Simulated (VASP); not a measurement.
Here is a VASP 6.6.1 calculation.

Contents of INCAR:

```
SYSTEM = InSb
PREC = Accurate ; ENCUT = 520
EDIFF = 1E-8 ; ISMEAR = -1
SIGMA = 0.03 ; LREAL = .False.
LASPH = .True. ; NELM = 100
ALGO = Normal ; ISIF = 2
LWAVE = .False. ; LCHARG = .False.
GGA = PE ; LEFG = .True.
NBANDS = 16
```

The input KPOINTS:

```
Automatic mesh
0
Gamma
  10 10 10
  0 0 0
```

File POSCAR:

```
InSb
1.0
    0.0000000000      3.1735398497      3.1735398497
    3.1735398497      0.0000000000      3.1735398497
    3.1735398497      3.1735398497      0.0000000000
In Sb
1 1
Direct
    0.0000000000      0.0000000000      0.0000000000
    0.7500000000      0.7500000000      0.7500000000
```

Potentials or basis: VASP PAW PBE potentials, release 64 (In_d, Sb).

The run is started by

```sh
$ cat potpaw_PBE.64/In_d/POTCAR potpaw_PBE.64/Sb/POTCAR > POTCAR
$ mpirun -np 1 vasp_std > vasp.out
```

Problem. Estimate the pressure.

Solution. 6.7 GPa.

Problem. Predict the band gap on the k mesh.

Solution. 0.17 eV, direct.

Caveat: without QUAD_EFG the Cq values of the log hold for a quadrupole moment of 1 mb, not for the nuclei; spin-orbit coupling is left out, which moves the levels of the heavy elements. A k mesh can miss the band edges.
